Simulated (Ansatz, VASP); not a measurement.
**ZnS: VASP beside Ansatz**

```
Zn S
1.0
     0.00000    2.45781    2.45781
     2.45781    0.00000    2.45781
     2.45781    2.45781    0.00000
Zn S
1 1
Direct
  0.00000 0.00000 0.00000
  0.50000 0.50000 0.50000
```

Change from the starting cell: volume scaled by 0.94, PAW files.

Alike in both runs: task single point; functional PBEsol; k mesh 16 × 16 × 16; occupations fermi-dirac, width 0.05 eV; no spin polarisation.

|  | VASP | Ansatz |
| --- | --- | --- |
| version | VASP 6.6.1 | Ansatz 0.2.0 |
| potentials or method | VASP PAW PBE potentials, release 64 (Zn, S) | PAW with Ansatz's default frozen-core files, scalar-relativistic |
| plane-wave cutoff (eV) | 500 | 420 |
| valence electrons in the cell | 18 | 18 |

VASP gave:

| Quantity | Value |
| --- | --- |
| pressure (GPa) | 7.4 |

Task: Estimate Ansatz's values.

Result: Pressure (GPa): 7.0.

VASP's potentials were made for PBE, not for PBEsol.
